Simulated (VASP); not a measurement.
A run of VASP 6.6.1:

The input INCAR:

```
SYSTEM = La
  PREC = Accurate
  ENCUT = 520
  EDIFF = 1E-6
  ISMEAR = -1
  SIGMA = 0.08
  LREAL = .FALSE.
  LASPH = .TRUE.
  NELM = 60
  ALGO = Normal
  ISIF = 2
  LWAVE = .FALSE.
  LCHARG = .TRUE.
  GGA = CA
  LELF = .TRUE.
  LVHAR = .TRUE.
  NBANDS = 24
```

File KPOINTS:

```
regular mesh
0
G
  7 7 9
  0 0 0
```

Contents of POSCAR:

```
La
1.0
    5.5600987895      0.0000000000      0.0000000000
   -2.7800493947      4.8151867993      0.0000000000
    0.0000000000      0.0000000000      3.2957031422
La
3
Direct
    0.0000000000      0.0000000000      0.0000000000
    0.3333333333      0.6666666667      0.5000000000
    0.6666666667      0.3333333333      0.5000000000
```

Potentials or basis: VASP PAW LDA potentials, release 64 (La).

Launch:

```console
$ cat potpaw_LDA.64/La/POTCAR > POTCAR
$ mpirun -np 1 vasp_std > vasp.out
```

Hardware: 1 thread of Intel(R) Xeon(R) 6975P-C (Granite Rapids), with other jobs on the host.

Question: Estimate the wall time of this run.

Answer: It took 54 s on 1 thread of Intel(R) Xeon(R) 6975P-C (Granite Rapids), with other jobs on the host, peak memory 0.21 GiB. Counts: scf iterations 13, k points 40.
